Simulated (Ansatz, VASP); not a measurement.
# Ge: VASP beside Ansatz

Contents of INCAR:

```
PREC = Accurate
ENCUT = 450
EDIFF = 1E-7
ISMEAR = 0
SIGMA = 0.1
LREAL = F
LASPH = T
NELM = 120
ALGO = Normal
ISIF = 2
LWAVE = F
LCHARG = F
GGA = PS
IBRION = 2
NSW = 60
EDIFFG = -0.002
GGA_COMPAT = F
NELMIN = 4
```

File KPOINTS:

```
Automatic mesh
0
Gamma
  12 12 12
```

POSCAR

```
Ge
1.0
    0.0000000000      2.8460064837      2.8094867369
    2.8460064837      0.0000000000      2.8094867369
    2.8460064837      2.8460064837      0.0000000000
Ge
2
Direct
    0.0000000000      0.0000000000      0.0000000000
    0.2500000000      0.2500000000      0.2500000000
```

Input for Ansatz:

```yaml
crystal:
  lattice:
    - [0.0, 2.8460064837, 2.8094867369]
    - [2.8460064837, 0.0, 2.8094867369]
    - [2.8460064837, 2.8460064837, 0.0]
  atoms:
    - { symbol: Ge, position: [0.0, 0.0, 0.0] }
    - { symbol: Ge, position: [0.25, 0.25, 0.25] }
basis:
  ecutwfc: 420
kpoints:
  mp_grid: { grid: [12, 12, 12] }
hamiltonian:
  xc: pbesol
scf:
  occupations: { method: gaussian, width: 0.1 }
output:
  forces: true
  stress: true
  eigenvalues: true
relax:
  adjacent_minimum: "off"
  f_tol: 0.002
  max_steps: 40
```

Change from the starting cell: strained cell.

Alike in both runs: task relaxation of the atoms; functional PBEsol; k mesh 12 × 12 × 12; occupations gaussian, width 0.1 eV; no spin polarisation.

|  | VASP | Ansatz |
| --- | --- | --- |
| version | VASP 6.6.1 | Ansatz 0.2.0 |
| potentials or method | VASP PAW PBE potentials, release 64 (Ge_d), cutoff 450 eV | scalar-relativistic, plane waves, PAW |
| valence electrons in the cell | 28 | 28 |

|  | VASP | Ansatz | Ansatz less VASP |
| --- | --- | --- | --- |
| gap on the k mesh at the Fermi level, each at its own relaxed structure (eV) | 0.10 | 0.10 | 0.000 |

VASP's potentials were made for PBE, not for PBEsol. Ansatz's warnings: stress scf threshold loose.

Noted on VASP's run: the relaxation stopped at its first step, so nothing moved.
